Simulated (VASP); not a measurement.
# TlCl (CsCl type) (Pm-3m) in VASP: single point with HSE06

Aim: the single point of TlCl (CsCl type) with HSE06.

Everything below comes from runs of VASP 6.6.1. Logs are shortened: lines on timing, memory, paths and dates and some standing lists are left out, and cuts for length are marked.

## Step 1: The cell of the first run

The structure is cubic, space group Pm-3m (No. 221). The conventional cell has a = 3.900 Å, b = 3.900 Å, c = 3.900 Å, α = 90.00°, β = 90.00°, γ = 90.00°. Tl (site symmetry m-3m) has 8 Cl at 3.38 Å and 6 Tl at 3.90 Å within 4.4 Å. Cl (site symmetry m-3m) has 8 Tl at 3.38 Å and 6 Cl at 3.90 Å within 4.4 Å.

## Step 2: Single point, HSE06

The input, POSCAR:

```
TlCl
1.0
    3.9000000000      0.0000000000      0.0000000000
    0.0000000000      3.9000000000      0.0000000000
    0.0000000000      0.0000000000      3.9000000000
Tl Cl
1 1
Direct
    0.0000000000      0.0000000000      0.0000000000
    0.5000000000      0.5000000000      0.5000000000
```

The input, INCAR.step1:

```
SYSTEM = TlCl
PREC     = Accurate       ! precision mode
ENCUT    = 400            ! plane-wave cutoff, eV
EDIFF    = 1E-5           ! SCF threshold, eV
ISMEAR   = -1             ! smearing method
SIGMA    = 0.02           ! smearing width, eV
LREAL    = .False.        ! projectors in reciprocal space
LASPH    = .True.         ! aspherical terms in the spheres
NELM     = 120            ! most SCF steps
ALGO     = Normal         ! electronic algorithm
ISIF     = 2              ! what is computed and relaxed
LWAVE    = .True.         ! write WAVECAR
LCHARG   = .False.        ! write CHGCAR
GGA      = PE             ! functional
NBANDS   = 17             ! bands
GGA_COMPAT= .False.
```

The input, INCAR.step2:

```
SYSTEM = TlCl
PREC     = Accurate       ! precision mode
ENCUT    = 400            ! plane-wave cutoff, eV
EDIFF    = 1E-6           ! SCF threshold, eV
ISMEAR   = -1             ! smearing method
SIGMA    = 0.02           ! smearing width, eV
LREAL    = .False.        ! projectors in reciprocal space
LASPH    = .True.         ! aspherical terms in the spheres
NELM     = 120            ! most SCF steps
ALGO     = Normal         ! electronic algorithm
ISIF     = 2              ! what is computed and relaxed
LWAVE    = .False.        ! write WAVECAR
LCHARG   = .False.        ! write CHGCAR
GGA      = PE             ! functional
LHFCALC  = .True.         ! exact exchange
HFSCREEN = 0.2079         ! screening, 1/A
PRECFOCK = Normal       
ISTART   = 1            
NBANDS   = 17             ! bands
GGA_COMPAT= .False.
```

The input, KPOINTS:

```
regular mesh
0
Gamma
  6 6 6
  0 0 0
```

Potentials or basis: VASP PAW PBE potentials, release 64 (Tl_d, Cl).

Run with:

```sh
$ cat potpaw_PBE.64/Tl_d/POTCAR potpaw_PBE.64/Cl/POTCAR > POTCAR
$ cp INCAR.step1 INCAR
$ mpirun -np 1 vasp_std > vasp.out
$ cp INCAR.step2 INCAR
$ mpirun -np 1 vasp_std > vasp.out
```

OUTCAR:

```text
SYSTEM = TlCl
   PREC = Accurate
   ENCUT = 400
   EDIFF = 1E-6
   ISMEAR = -1
   LREAL = .False.
   LASPH = .True.
   NELM = 120
   ISIF = 2
   GGA = PE
   LHFCALC = .True.
   HFSCREEN = 0.2079
   PRECFOCK = Normal
   ISTART = 1

 ion  position               nearest neighbor table
   1  0.000  0.000  0.000-   2 3.38   2 3.38   2 3.38   2 3.38   2 3.38   2 3.38   2 3.38   2 3.38

   2  0.500  0.500  0.500-   1 3.38   1 3.38   1 3.38   1 3.38   1 3.38   1 3.38   1 3.38   1 3.38

  LATTYP: Found a simple cubic cell.
 ALAT       =     3.9000000000

  Lattice vectors:

 A1 = (   3.9000000000,   0.0000000000,   0.0000000000)
 A2 = (   0.0000000000,   3.9000000000,   0.0000000000)
 A3 = (   0.0000000000,   0.0000000000,   3.9000000000)

Analysis of symmetry for initial positions (statically):
=====================================================================
 Subroutine PRICEL returns:
 Original cell was already a primitive cell.

 Routine SETGRP: Setting up the symmetry group for a
 simple cubic supercell.

 Subroutine GETGRP returns: Found 48 space group operations
 (whereof 48 operations were pure point group operations)
 out of a pool of 48 trial point group operations.

The static configuration has the point symmetry O_h .

Analysis of symmetry for dynamics (positions and initial velocities):
=====================================================================
 Subroutine PRICEL returns:
 Original cell was already a primitive cell.

 Routine SETGRP: Setting up the symmetry group for a
 simple cubic supercell.

 Subroutine GETGRP returns: Found 48 space group operations
 (whereof 48 operations were pure point group operations)
 out of a pool of 48 trial point group operations.

The dynamic configuration has the point symmetry O_h .

 Subroutine INISYM returns: Found 48 space group operations
 (whereof 48 operations are pure point group operations),
 and found     1 'primitive' translations

----------------------------------------------------------------------------------------

                                     Primitive cell

  volume of cell :      59.3190

  direct lattice vectors                    reciprocal lattice vectors
     3.900000000  0.000000000  0.000000000     0.256410256  0.000000000  0.000000000
     0.000000000  3.900000000  0.000000000     0.000000000  0.256410256  0.000000000
     0.000000000  0.000000000  3.900000000     0.000000000  0.000000000  0.256410256

  length of vectors
     3.900000000  3.900000000  3.900000000     0.256410256  0.256410256  0.256410256

  position of ions in fractional coordinates (direct lattice)
     0.000000000  0.000000000  0.000000000
     0.500000000  0.500000000  0.500000000

  ion indices of the primitive-cell ions
   primitive index   ion index
                 1           1
                 2           2

----------------------------------------------------------------------------------------

 KPOINTS: regular mesh

Automatic generation of k-mesh.
 Grid dimensions read from file:
 generate k-points for:    6    6    6

 Generating k-lattice:

  Cartesian coordinates                     Fractional coordinates (reciprocal lattice)
     0.042735043  0.000000000  0.000000000     0.166666667  0.000000000  0.000000000
     0.000000000  0.042735043  0.000000000     0.000000000  0.166666667  0.000000000
     0.000000000  0.000000000  0.042735043     0.000000000  0.000000000  0.166666667

  Length of vectors
     0.042735043  0.042735043  0.042735043

  Shift w.r.t. Gamma in fractional coordinates (k-lattice)
     0.000000000  0.000000000  0.000000000

 Subroutine IBZKPT returns following result:
 ===========================================

 Found     20 irreducible k-points:

 Following reciprocal coordinates:
            Coordinates               Weight
  0.000000  0.000000  0.000000      1.000000
  0.166667  0.000000  0.000000      6.000000
  0.333333  0.000000  0.000000      6.000000
  0.500000  0.000000  0.000000      3.000000
  0.166667  0.166667  0.000000     12.000000
  0.333333  0.166667  0.000000     24.000000
[... 12 lines left out ...]
  0.500000  0.500000  0.333333      6.000000
  0.500000  0.500000  0.500000      1.000000
   k-points           NKPTS =     20   k-points in BZ     NKDIM =    216   number of bands    NBANDS=     17
   number of dos      NEDOS =    301   number of ions     NIONS =      2
   total plane-waves  NPLWV =  21952
   dimension x,y,z NGX =    28 NGY =   28 NGZ =   28
   dimension x,y,z NGXF=    56 NGYF=   56 NGZF=   56
   ions per type =               1   1
   NGX,Y,Z   is equivalent  to a cutoff of  11.94, 11.94, 11.94 a.u.
   NGXF,Y,Z  is equivalent  to a cutoff of  23.87, 23.87, 23.87 a.u.
 SYSTEM =  TlCl
   PREC   = accura    normal or accurate (medium, high low for compatibility)
   ISTART =      1    job   : 0-new  1-cont  2-samecut
   ICHARG =      0    charge: 1-file 2-atom 10-const
   ISPIN  =      1    spin polarized calculation?
   LNONCOLLINEAR =      F non collinear calculations
   LSORBIT =      F    spin-orbit coupling
   LASPH  =      T    aspherical Exc in radial PAW
   ENCUT  =  400.0 eV  29.40 Ry    5.42 a.u.   6.36  6.36  6.36*2*pi/ulx,y,z
   NELM   =    120;   NELMIN=  2; NELMDL=  0     # of ELM steps
   EDIFF  = 0.1E-05   stopping-criterion for ELM
   LREAL  =      F    real-space projection
   EDIFFG = 0.1E-04   stopping-criterion for IOM
   NSW    =      0    number of steps for IOM
   IBRION =     -1    ionic relax: 0-MD 1-quasi-New 2-CG
   NFREE  =      0    steps in history (QN), initial steepest desc. (CG)
   ISIF   =      2    stress and relaxation
   ISYM   =      3    0-nonsym 1-usesym 2-fastsym
   POTIM  = 0.5000    time-step for ionic-motion
   TEBEG  =    0.0;   TEEND  =   0.0 temperature during run
   PSTRESS=    0.0 pullay stress
   NELECT =      20.0000    total number of electrons
   NUPDOWN=      -1.0000    fix difference up-down
   EMIN   =  10.00;   EMAX   =-10.00  energy-range for DOS
   EFERMI =   0.00;   METHOD = LEGACY
   ISMEAR =    -1;   SIGMA  =   0.02  broadening in eV -4-tet -1-fermi 0-gaus
   EFERMI_NEDOS =   21; number of points for ismear=-14 and -15
   IALGO  =     38    algorithm
   IMIX   =      1    mixing-type and parameters
     AMIX     =   0.40;   BMIX     =  1.00
     AMIX_MAG =   1.60;   BMIX_MAG =  1.00
  volume/ion in A,a.u.               =      29.66       200.15
  Fermi-wavevector in a.u.,A,eV,Ry     =   1.139428  2.153207 17.664392  1.298296
  Thomas-Fermi vector in A             =   2.276131
   LORBIT       =      0    0 simple, 1 ext, 2 COOP (PROOUT), +10 PAW based schemes
   GGA     = PE    functional components
   LHFCALC =     T    Hartree Fock is set to
   PRECFOCK=normal    Normal, Fast or Accurate (Low or Medium for compatibility)
   ENCUT4O =  -1.0   cutoff for four orbital integrals eV
   NKREDX  =     1    reduce k-point grid by
   NKREDY  =     1    reduce k-point grid by
   NKREDZ  =     1    reduce k-point grid by
   AEXX    =    0.2500 exact exchange contribution
   HFSCREEN=    0.2079 screening length (either q_TF or 0.3 A-1)
   HFSCREENC=   0.2079 screening length for correlation (either q_TF or 0.3 A-1)
   ENCUTFOCK=  -1.0 apply spherical cutoff to Coloumb kernel
   IVDW    =     0    specifies the selected vdW correction
   LEPSILON=     F    determine dielectric tensor
   LRPA    =     F    only Hartree local field effects (RPA)
 non-spin polarized calculation
  energy-cutoff  :      400.00
  volume of cell :       59.32
 maximum number of plane-waves:      1108
 NGX is ok and might be reduce to    28
  NGX = 20; NGY = 20; NGZ = 20

 number of electron      20.0000001 magnetization

 Free energy of the ion-electron system (eV)
  ---------------------------------------------------
  ext. energy  EPLUGINS =         0.00000000
  ---------------------------------------------------
  free energy    TOTEN  =        -7.17429202 eV

  energy without entropy =       -7.17429202  energy(sigma->0) =       -7.17429202

 E-fermi :   2.0177     XC(G=0):  -7.3882

 val. band max:        1.5839418672   @ k =   0.5000   0.0000   0.0000
 cond. band min:       4.5746421146   @ k =   0.5000   0.0000   0.0000
 fundamental gap:      2.9907002474
 Fermi energy:         2.0177104783

 k-point     1 :       0.0000    0.0000    0.0000
  band No.  band energies     occupation
      1     -13.3965      2.00000
      2      -9.4987      2.00000
      3      -9.4987      2.00000
      4      -9.2944      2.00000
      5      -9.2944      2.00000
      6      -9.2944      2.00000
[... 9 lines left out ...]
     16      14.8393      0.00000
     17      17.0922      0.00000

 k-point     2 :       0.1667    0.0000    0.0000
  band No.  band energies     occupation
      1     -13.3418      2.00000
      2      -9.4960      2.00000
      3      -9.4601      2.00000
      4      -9.3117      2.00000
      5      -9.3117      2.00000
      6      -9.2930      2.00000
[... 9 lines left out ...]
     16      16.2175      0.00000
     17      16.8157      0.00000

 k-point     3 :       0.3333    0.0000    0.0000
  band No.  band energies     occupation
      1     -13.2277      2.00000
      2      -9.4905      2.00000
      3      -9.3851      2.00000
      4      -9.3457      2.00000
      5      -9.3457      2.00000
      6      -9.2900      2.00000
[... 9 lines left out ...]
     16      14.9254      0.00000
     17      17.1205      0.00000

 k-point     4 :       0.5000    0.0000    0.0000
  band No.  band energies     occupation
      1     -13.1681      2.00000
      2      -9.4877      2.00000
      3      -9.3625      2.00000
      4      -9.3625      2.00000
      5      -9.3492      2.00000
      6      -9.2885      2.00000
[... 9 lines left out ...]
     16      16.3701      0.00000
     17      17.1254      0.00000
[... 263 lines left out ...]
      1     -12.9725      2.00000
      2      -9.4236      2.00000
      3      -9.3981      2.00000
      4      -9.3656      2.00000
      5      -9.2976      2.00000
      6      -9.2549      2.00000
[... 9 lines left out ...]
     16      14.8294      0.00000
     17      19.5038      0.00000

 k-point    19 :       0.5000    0.5000    0.3333
  band No.  band energies     occupation
      1     -12.9312      2.00000
      2      -9.4200      2.00000
      3      -9.4200      2.00000
      4      -9.4092      2.00000
      5      -9.2755      2.00000
      6      -9.2304      2.00000
[... 9 lines left out ...]
     16      15.1024      0.00000
     17      19.8633      0.00000

 k-point    20 :       0.5000    0.5000    0.5000
  band No.  band energies     occupation
      1     -12.8840      2.00000
      2      -9.4448      2.00000
      3      -9.4448      2.00000
      4      -9.4448      2.00000
      5      -9.2295      2.00000
      6      -9.2295      2.00000
[... 9 lines left out ...]
     16      15.3992      0.00000
     17      19.6212      0.00000

------------------------ aborting loop because EDIFF is reached ----------------------------------------

  FORCE on cell =-STRESS in cart. coord.  units (eV):
  Direction    XX          YY          ZZ          XY          YZ          ZX
  --------------------------------------------------------------------------------------
  -------------------------------------------------------------------------------------
  Total       -0.1437971     -0.1437971     -0.1437971      0.0000000      0.0000000      0.0000000
  in kB       -3.8838898     -3.8838898     -3.8838898      0.0000000      0.0000000      0.0000000
  external PRESSURE =      -3.8838898 kB  Pullay stress =       0.0000000 kB

 VOLUME and BASIS-vectors are now :
 -----------------------------------------------------------------------------
  energy-cutoff  :      400.00
  volume of cell :       59.32
      direct lattice vectors                 reciprocal lattice vectors
     3.900000000  0.000000000  0.000000000     0.256410256  0.000000000  0.000000000
     0.000000000  3.900000000  0.000000000     0.000000000  0.256410256  0.000000000
     0.000000000  0.000000000  3.900000000     0.000000000  0.000000000  0.256410256

 POSITION                                       TOTAL-FORCE (eV/Angst)
 -----------------------------------------------------------------------------------
      0.00000      0.00000      0.00000         0.000000      0.000000      0.000000
      1.95000      1.95000      1.95000         0.000000      0.000000      0.000000
 -----------------------------------------------------------------------------------
    total drift:                               -0.000008     -0.000008     -0.000007

  FREE ENERGIE OF THE ION-ELECTRON SYSTEM (eV)
  ---------------------------------------------------
  free  energy   TOTEN  =        -7.1742920190 eV

  energy  without entropy=       -7.1742920190  energy(sigma->0) =       -7.17429202
```

Run time: 35 min. Hardware: 1 thread of Intel Xeon Platinum 8259CL at 2.50GHz (Skylake/Cascade Lake), shared host; peak memory 0.28 GiB.

What came out:

```
Free energy            : -7.1743 eV
Pressure               : -0.4 GPa
Band gap on the k mesh : 2.99 eV
```

Caveat: the PAW data sets were made with another functional, which shifts forces and pressure a little; spin-orbit coupling is left out, which moves the levels of the heavy elements. A k mesh can miss the band edges.
